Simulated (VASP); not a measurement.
AgCl:

```
Ag Cl
1.0
     3.55948    0.00000    0.00000
    -1.77974    3.08260    0.00000
     0.00000    0.00000    5.80195
Ag Cl
2 2
Direct
  0.00000 0.00000 0.00000
  0.00000 0.00000 0.50000
  0.33333 0.66667 0.25000
  0.66667 0.33333 0.75000
```

| Item | Value |
| --- | --- |
| Program | VASP 6.6.1 |
| Task | relaxation of cell and atoms |
| Functional | PBE |
| Potentials or basis | VASP PAW PBE potentials, release 64 (Ag, Cl) |
| Cutoff | 600 eV |
| k mesh | 12 × 12 × 4 |
| Occupations | fermi-dirac, width 0.02 eV |
| Spin | no spin polarisation |

At the start: pressure 34.7 GPa; volume 15.92 Å³/atom.

**Question.** How do energy, volume and symmetry change on relaxing?

**Answer.** Over 12 steps the energy falls by 487.3 meV/atom and the volume is 22.21 Å³/atom (+39.6 %); space group P6_3/mmc (No. 194, to 0.05 Å).

Step by step:
```csv
step,energy change (eV),largest force (eV/Å),pressure (GPa),volume (Å³)
1,0.0000,0.0000,34.72,63.66
2,-1.7669,0.0000,-3.95,101.01
3,-1.9339,0.0000,0.64,87.68
4,-1.9361,0.0000,-0.19,89.25
5,-1.9362,0.0000,0.14,88.68
6,-1.9382,0.0000,0.10,88.70
7,-1.9433,0.0000,0.09,88.74
8,-1.9489,0.0000,0.05,88.77
9,-1.9491,0.0000,0.05,88.76
10,-1.9492,0.0000,0.05,88.76
11,-1.9491,0.0000,-0.09,89.01
12,-1.9492,0.0000,0.00,88.86
```

Final structure:
```
CELL_PARAMETERS angstrom
4.06901 0.00000 0.00000
-2.03451 3.52387 0.00000
0.00000 0.00000 6.19697
ATOMIC_POSITIONS crystal
Ag 0.00000 0.00000 0.00000
Ag 0.00000 0.00000 0.50000
Cl 0.33333 0.66667 0.25000
Cl 0.66667 0.33333 0.75000
```

Caveat: the volume moved by over 15 % at a fixed basis, so the end points are rough.
